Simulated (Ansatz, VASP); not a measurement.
## GeIrF6 in VASP and in Ansatz

```
CELL_PARAMETERS angstrom
0.00000 3.77400 3.77400
3.77400 0.00000 3.77400
3.77400 3.77400 0.00000
ATOMIC_POSITIONS crystal
Ge 0.00000 0.00000 0.00000
Ir 0.50000 0.50000 0.50000
F 0.75000 0.25000 0.25000
F 0.25000 0.75000 0.75000
F 0.25000 0.75000 0.25000
F 0.75000 0.25000 0.75000
F 0.25000 0.25000 0.75000
F 0.75000 0.75000 0.25000
```

Alike in both runs: task relaxation of cell and atoms; functional PBE; k mesh 4 × 4 × 4; occupations gaussian, width 0.1 eV; collinear spin.

|  | VASP | Ansatz |
| --- | --- | --- |
| version | VASP 6.6.1 | Ansatz 0.2.0 |
| potentials or method | VASP PAW PBE potentials, release 64 (Ge_d, Ir, F), cutoff 600 eV | scalar-relativistic, plane waves, PAW |
| valence electrons in the cell | 65 | 73 |

Ansatz gave:

```
gap on the k mesh at the Fermi level, each at its own relaxed structure (eV) : none
net moment per atom (μB)                                                     : 0.00
size of the moment on the site where the two differ most (μB)                : 0.00
relaxed volume (Å³/atom)                                                     : 15.83
relaxed length of the cell vector where the two differ most in proportion (Å)              : 5.637
```

Q: Estimate VASP's values.

A: gap on the k mesh at the Fermi level, each at its own relaxed structure (eV): none; net moment per atom (μB): 0.01; size of the moment on the site where the two differ most (μB): 0.07; relaxed volume (Å³/atom): 15.97; relaxed length of the cell vector where the two differ most in proportion (Å): 5.654.

Site moments also hang on the region over which each program counts them. A gap of «none» marks a metal or a gap that the smearing closes. VASP's potentials hold 65 valence electrons a cell and Ansatz's 73, so a difference there can come from the potentials and not from the codes. Ansatz's warnings: filled band counts differ across k points, seeded moment not kept.

The k mesh is coarse, so the values compare programs but aren't converged. Neither program's run includes spin-orbit coupling. Noted on VASP's run: the volume moved by over 15 % at a fixed basis, so the end points are rough.
